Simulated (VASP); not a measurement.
BaS, 2 atoms in the cell. Symmetry: Fm-3m, No. 225, cubic system. The conventional cell has a = 6.301 Å, b = 6.301 Å, c = 6.301 Å, α = 90.00°, β = 90.00°, γ = 90.00°. Within 4.1 Å of Ba (site symmetry m-3m) lie 6 S at 3.15 Å. S (site symmetry m-3m) has 6 Ba at 3.15 Å within 4.1 Å. 

- Program: VASP 6.6.1
- Task: single point
- Functional: HSE06
- Potentials or basis: VASP PAW PBE potentials, release 64 (Ba_sv, S)
- Cutoff: 520 eV
- k mesh: 4 × 4 × 4
- Occupations: fermi-dirac, width 0.05 eV
- Spin: no spin polarisation
- Dipole correction: no
- Grid for exact exchange (PRECFOCK): Normal
- Further INCAR settings: ALGO = Normal; EDIFF = 1e-06; NBANDS = 15
- Share of exact exchange: 0.25
- Screening parameter: 0.2079 1/Å

Potentials or basis: VASP PAW PBE potentials, release 64 (Ba_sv, S).

Run with:

```console
$ cat potpaw_PBE.64/Ba_sv/POTCAR potpaw_PBE.64/S/POTCAR > POTCAR
$ cp INCAR.step1 INCAR
$ mpirun -np 1 vasp_std > vasp.out
$ cp INCAR.step2 INCAR
$ mpirun -np 1 vasp_std > vasp.out
```

Hardware: 1 thread of Intel(R) Xeon(R) Platinum 8375C CPU @ 2.90GHz (Ice Lake), on a shared host.

Task: How long does it take, and how much memory?

Result: It took 8.3 min on 1 thread of Intel(R) Xeon(R) Platinum 8375C CPU @ 2.90GHz (Ice Lake), with other jobs on the host, peak memory 0.31 GiB. Counts: k points 8.
